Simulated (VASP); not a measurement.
# SnSe (Fm-3m) in VASP: further runs

Runs on SnSe. Level: LDA. Tasks: electric field gradients.

Everything below comes from runs of VASP 6.6.1. Logs are shortened: lines on timing, memory, paths and dates and some standing lists are left out, and cuts for length are marked.

## Step 1: The cell of the first run

The structure is cubic, space group Fm-3m (No. 225). Conventional cell: a = 5.897 Å, b = 5.897 Å, c = 5.897 Å, α = 90.00°, β = 90.00°, γ = 90.00°. Within 3.9 Å of Sn (site symmetry m-3m) lie 6 Se at 2.95 Å. Se (site symmetry m-3m) has 6 Sn at 2.95 Å within 3.9 Å.

## Step 2: Electric field gradients, LDA (volume scaled by 0.94)

Contents of INCAR:

```
ALGO = Normal
EDIFF = 1E-8
ENCUT = 520
GGA = CA
ISIF = 2
ISMEAR = -1
LASPH = True
LCHARG = False
LEFG = True
LREAL = False
LWAVE = False
NBANDS = 17
NELM = 80
PREC = Accurate
SIGMA = 0.02
```

Contents of KPOINTS:

```
k-points
0
Gamma
  9 9 9
```

Contents of POSCAR:

```
SnSe
1.0
    0.0000000000      2.9485541872      2.9485541872
    2.9485541872      0.0000000000      2.9485541872
    2.9485541872      2.9485541872      0.0000000000
Sn Se
1 1
Direct
    0.0000000000      0.0000000000      0.0000000000
    0.5000000000      0.5000000000      0.5000000000
```

Potentials or basis: VASP PAW LDA potentials, release 64 (Sn_d, Se).

Command:

```bash
$ cat potpaw_LDA.64/Sn_d/POTCAR potpaw_LDA.64/Se/POTCAR > POTCAR
$ mpirun -np 1 vasp_std > vasp.out
```

OUTCAR:

```text
EDIFF = 1E-8
   ENCUT = 520
   GGA = CA
   ISIF = 2
   ISMEAR = -1
   LASPH = True
   LREAL = False
   NELM = 80
   PREC = Accurate

 ion  position               nearest neighbor table
   1  0.000  0.000  0.000-   2 2.95   2 2.95   2 2.95   2 2.95   2 2.95   2 2.95
   2  0.500  0.500  0.500-   1 2.95   1 2.95   1 2.95   1 2.95   1 2.95   1 2.95

  LATTYP: Found a face centered cubic cell.
 ALAT       =     5.8971083744

  Lattice vectors:

 A1 = (   0.0000000000,   2.9485541872,   2.9485541872)
 A2 = (   2.9485541872,   0.0000000000,   2.9485541872)
 A3 = (   2.9485541872,   2.9485541872,   0.0000000000)

Analysis of symmetry for initial positions (statically):
=====================================================================
 Subroutine PRICEL returns:
 Original cell was already a primitive cell.

 Routine SETGRP: Setting up the symmetry group for a
 face centered cubic supercell.

 Subroutine GETGRP returns: Found 48 space group operations
 (whereof 48 operations were pure point group operations)
 out of a pool of 48 trial point group operations.

The static configuration has the point symmetry O_h .

Analysis of symmetry for dynamics (positions and initial velocities):
=====================================================================
 Subroutine PRICEL returns:
 Original cell was already a primitive cell.

 Routine SETGRP: Setting up the symmetry group for a
 face centered cubic supercell.

 Subroutine GETGRP returns: Found 48 space group operations
 (whereof 48 operations were pure point group operations)
 out of a pool of 48 trial point group operations.

The dynamic configuration has the point symmetry O_h .

 Subroutine INISYM returns: Found 48 space group operations
 (whereof 48 operations are pure point group operations),
 and found     1 'primitive' translations

----------------------------------------------------------------------------------------

                                     Primitive cell

  volume of cell :      51.2693

  direct lattice vectors                    reciprocal lattice vectors
     0.000000000  2.948554187  2.948554187    -0.169574635  0.169574635  0.169574635
     2.948554187  0.000000000  2.948554187     0.169574635 -0.169574635  0.169574635
[... 124 lines left out ...]
 Free energy of the ion-electron system (eV)
  ---------------------------------------------------
  ext. energy  EPLUGINS =         0.00000000
  ---------------------------------------------------
  free energy    TOTEN  =        -9.50209685 eV

  energy without entropy =       -9.50209624  energy(sigma->0) =       -9.50209655

 E-fermi :   6.3768     XC(G=0): -10.1576

 val. band max:        6.1599862910   @ k =  -0.3333   0.1111   0.0000
 cond. band min:       6.5936263160   @ k =  -0.3333   0.1111   0.0000
 fundamental gap:      0.4336400249
 Fermi energy:         6.3768067529

 k-point     1 :       0.0000    0.0000    0.0000
  band No.  band energies     occupation
      1     -15.3501      2.00000
      2     -15.3501      2.00000
      3     -15.3453      2.00000
      4     -15.3453      2.00000
      5     -15.3453      2.00000
      6      -8.1599      2.00000
[... 457 lines left out ...]
      4     -15.3225      2.00000
      5     -15.3225      2.00000
      6      -6.7945      2.00000
[... 9 lines left out ...]
     16      18.3091      0.00000
     17      18.9862      0.00000

 [... further k-points ...]

------------------------ aborting loop because EDIFF is reached ----------------------------------------

  FORCE on cell =-STRESS in cart. coord.  units (eV):
  Direction    XX          YY          ZZ          XY          YZ          ZX
  --------------------------------------------------------------------------------------
  -------------------------------------------------------------------------------------
  Total        0.0288397      0.0288397      0.0288397      0.0000000      0.0000000      0.0000000
  in kB        0.9012466      0.9012466      0.9012466      0.0000000      0.0000000      0.0000000
  external PRESSURE =       0.9012466 kB  Pullay stress =       0.0000000 kB

 VOLUME and BASIS-vectors are now :
 -----------------------------------------------------------------------------
  energy-cutoff  :      520.00
  volume of cell :       51.27
      direct lattice vectors                 reciprocal lattice vectors
     0.000000000  2.948554187  2.948554187    -0.169574635  0.169574635  0.169574635
     2.948554187  0.000000000  2.948554187     0.169574635 -0.169574635  0.169574635
     2.948554187  2.948554187  0.000000000     0.169574635  0.169574635 -0.169574635

 POSITION                                       TOTAL-FORCE (eV/Angst)
 -----------------------------------------------------------------------------------
      0.00000      0.00000      0.00000        -0.000000     -0.000000     -0.000000
      2.94855      2.94855      2.94855         0.000000      0.000000      0.000000
 -----------------------------------------------------------------------------------
    total drift:                                0.000000     -0.000000     -0.000000

  FREE ENERGIE OF THE ION-ELECTRON SYSTEM (eV)
  ---------------------------------------------------
  free  energy   TOTEN  =        -9.5020968543 eV

  energy  without entropy=       -9.5020962437  energy(sigma->0) =       -9.50209655

 Electric field gradients (V/A^2)
---------------------------------------------------------------------
 ion       V_xx      V_yy      V_zz      V_xy      V_xz      V_yz
---------------------------------------------------------------------
   1      -0.000    -0.000    -0.000     0.002     0.002     0.002
   2      -0.000     0.000     0.000     0.001     0.001     0.001
---------------------------------------------------------------------

 Electric field gradients after diagonalization (V/A^2)
 (convention: |V_zz| > |V_xx| > |V_yy|)
----------------------------------------------------------------------
 ion       V_xx      V_yy      V_zz     asymmetry (V_yy - V_xx)/ V_zz
----------------------------------------------------------------------
   1      -0.002    -0.002     0.004       0.000
   2      -0.001    -0.001     0.001       0.000
----------------------------------------------------------------------

           NMR quadrupolar parameters

 Cq : quadrupolar parameter    Cq=e*Q*V_zz/h
 eta: asymmetry parameters     (V_yy - V_xx)/ V_zz
 Q  : nuclear electric quadrupole moment in mb (millibarn)
----------------------------------------------------------------------
 ion       Cq(MHz)       eta       Q (mb)
----------------------------------------------------------------------
   1       0.000       0.000       1.000
   2       0.000       0.000       1.000
----------------------------------------------------------------------
```

stdout:

```text
POSCAR found type information on POSCAR SnSe
 POSCAR found :  2 types and       2 ions
 scaLAPACK will be used
 LDA part: xc-table for (Slater(with rela. corr.)+CA(PZ))
 , standard interpolation
 POSCAR, INCAR and KPOINTS ok, starting setup
 FFT: planning ... GRIDC
 FFT: planning ... GRID_SOFT
 FFT: planning ... GRID
 WAVECAR not read
 entering main loop
ion   1

ion   2
```

It took 15 s on 1 thread of Intel Xeon Platinum 8488C (Sapphire Rapids), shared host; peak memory 0.16 GiB.

Results:

- Free energy: -9.5021 eV
- Pressure: 0.1 GPa

Levels at points of the mesh, in eV from the Fermi level:
| k point | band 6 | band 7 | band 8 | band 9 | band 10 | band 11 | band 12 | band 13 | band 14 | band 15 |
| --- | --- | --- | --- | --- | --- | --- | --- | --- | --- | --- |
| (0.00, 0.00, 0.00) | -14.54 | -5.21 | -2.58 | -2.58 | -2.58 | 4.22 | 4.22 | 4.22 | 5.56 | 5.56 |

Caveat: this odd mesh misses L, where the gap lies, so gap, dielectric constants and Born charges aren't listed; without QUAD_EFG the Cq values of the log hold for a quadrupole moment of 1 mb, not for the nuclei; spin-orbit coupling is left out, which moves the levels of the heavy elements.

## Step 3: Electric field gradients, LDA (volume scaled by 0.98)

Contents of INCAR:

```
SYSTEM = SnSe
ALGO     = Normal         ! electronic algorithm
EDIFF    = 1E-8           ! SCF threshold, eV
ENCUT    = 520            ! plane-wave cutoff, eV
ISIF     = 2              ! what is computed and relaxed
ISMEAR   = -1             ! smearing method
LASPH    = .TRUE.         ! aspherical terms in the spheres
LCHARG   = .FALSE.        ! write CHGCAR
LEFG     = .TRUE.       
LREAL    = .FALSE.        ! projectors in reciprocal space
LWAVE    = .FALSE.        ! write WAVECAR
NBANDS   = 17             ! bands
NELM     = 100            ! most SCF steps
PREC     = Accurate       ! precision mode
SIGMA    = 0.02           ! smearing width, eV
```

Contents of KPOINTS:

```
k-points
0
G
  9 9 9
  0 0 0
```

Contents of POSCAR:

```
SnSe
1.0
    0.0000000000      2.9897980490      2.9897980490
    2.9897980490      0.0000000000      2.9897980490
    2.9897980490      2.9897980490      0.0000000000
Sn Se
1 1
Direct
    0.0000000000      0.0000000000      0.0000000000
    0.5000000000      0.5000000000      0.5000000000
```

Potentials or basis: VASP PAW LDA potentials, release 64 (Sn_d, Se).

Command:

```bash
$ cat potpaw_LDA.64/Sn_d/POTCAR potpaw_LDA.64/Se/POTCAR > POTCAR
$ mpirun -np 1 vasp_std > vasp.out
```

OUTCAR:

```text
SYSTEM = SnSe
   EDIFF = 1E-8
   ENCUT = 520
   ISIF = 2
   ISMEAR = -1
   LASPH = .TRUE.
   LREAL = .FALSE.
   NELM = 100
   PREC = Accurate

 ion  position               nearest neighbor table
   1  0.000  0.000  0.000-   2 2.99   2 2.99   2 2.99   2 2.99   2 2.99   2 2.99
   2  0.500  0.500  0.500-   1 2.99   1 2.99   1 2.99   1 2.99   1 2.99   1 2.99

  LATTYP: Found a face centered cubic cell.
 ALAT       =     5.9795960980

  Lattice vectors:

 A1 = (   0.0000000000,   2.9897980490,   2.9897980490)
 A2 = (   2.9897980490,   0.0000000000,   2.9897980490)
 A3 = (   2.9897980490,   2.9897980490,   0.0000000000)

Analysis of symmetry for initial positions (statically):
=====================================================================
 Subroutine PRICEL returns:
 Original cell was already a primitive cell.

 Routine SETGRP: Setting up the symmetry group for a
 face centered cubic supercell.

 Subroutine GETGRP returns: Found 48 space group operations
 (whereof 48 operations were pure point group operations)
 out of a pool of 48 trial point group operations.

The static configuration has the point symmetry O_h .

Analysis of symmetry for dynamics (positions and initial velocities):
=====================================================================
 Subroutine PRICEL returns:
 Original cell was already a primitive cell.

 Routine SETGRP: Setting up the symmetry group for a
 face centered cubic supercell.

 Subroutine GETGRP returns: Found 48 space group operations
 (whereof 48 operations were pure point group operations)
 out of a pool of 48 trial point group operations.

The dynamic configuration has the point symmetry O_h .
[... 156 lines left out ...]
      2     -15.8376      2.00000
      3     -15.8348      2.00000
      4     -15.8348      2.00000
      5     -15.8348      2.00000
      6      -8.3497      2.00000
[... 457 lines left out ...]
      4     -15.8157      2.00000
      5     -15.8157      2.00000
      6      -7.1184      2.00000
[... 9 lines left out ...]
     16      17.4297      0.00000
     17      18.3620      0.00000

 [... further k-points ...]

------------------------ aborting loop because EDIFF is reached ----------------------------------------

  FORCE on cell =-STRESS in cart. coord.  units (eV):
  Direction    XX          YY          ZZ          XY          YZ          ZX
  --------------------------------------------------------------------------------------
  -------------------------------------------------------------------------------------
  Total       -0.7393597     -0.7393597     -0.7393597      0.0000000      0.0000000      0.0000000
  in kB      -22.1620943    -22.1620943    -22.1620943      0.0000000      0.0000000      0.0000000
  external PRESSURE =     -22.1620943 kB  Pullay stress =       0.0000000 kB

 VOLUME and BASIS-vectors are now :
 -----------------------------------------------------------------------------
  energy-cutoff  :      520.00
  volume of cell :       53.45
      direct lattice vectors                 reciprocal lattice vectors
     0.000000000  2.989798049  2.989798049    -0.167235376  0.167235376  0.167235376
     2.989798049  0.000000000  2.989798049     0.167235376 -0.167235376  0.167235376
     2.989798049  2.989798049  0.000000000     0.167235376  0.167235376 -0.167235376

 POSITION                                       TOTAL-FORCE (eV/Angst)
 -----------------------------------------------------------------------------------
      0.00000      0.00000      0.00000        -0.000000     -0.000000     -0.000000
      2.98980      2.98980      2.98980         0.000000      0.000000      0.000000
 -----------------------------------------------------------------------------------
    total drift:                                0.000000     -0.000000     -0.000000

  FREE ENERGIE OF THE ION-ELECTRON SYSTEM (eV)
  ---------------------------------------------------
  free  energy   TOTEN  =        -9.4876148086 eV

  energy  without entropy=       -9.4876147376  energy(sigma->0) =       -9.48761477

 Electric field gradients (V/A^2)
---------------------------------------------------------------------
 ion       V_xx      V_yy      V_zz      V_xy      V_xz      V_yz
---------------------------------------------------------------------
   1      -0.000     0.000     0.000     0.002     0.002     0.002
   2      -0.000    -0.000     0.000     0.000     0.000     0.000
---------------------------------------------------------------------

 Electric field gradients after diagonalization (V/A^2)
 (convention: |V_zz| > |V_xx| > |V_yy|)
----------------------------------------------------------------------
 ion       V_xx      V_yy      V_zz     asymmetry (V_yy - V_xx)/ V_zz
----------------------------------------------------------------------
   1      -0.002    -0.002     0.004       0.000
   2      -0.000    -0.000     0.001       0.000
----------------------------------------------------------------------

           NMR quadrupolar parameters

 Cq : quadrupolar parameter    Cq=e*Q*V_zz/h
 eta: asymmetry parameters     (V_yy - V_xx)/ V_zz
 Q  : nuclear electric quadrupole moment in mb (millibarn)
----------------------------------------------------------------------
 ion       Cq(MHz)       eta       Q (mb)
----------------------------------------------------------------------
   1       0.000       0.000       1.000
   2       0.000       0.000       1.000
----------------------------------------------------------------------
```

Wall time 16 s (1 thread of Intel Xeon Platinum 8488C (Sapphire Rapids), shared host); peak memory 0.17 GiB.

Results:

```yaml
Free_energy: -9.4876 eV
Pressure: -2.2 GPa
```

Caveat: this odd mesh misses L, where the gap lies, so gap, dielectric constants and Born charges aren't listed; without QUAD_EFG the Cq values of the log hold for a quadrupole moment of 1 mb, not for the nuclei; spin-orbit coupling is left out, which moves the levels of the heavy elements.

(Part 1 of 2 ends here.)
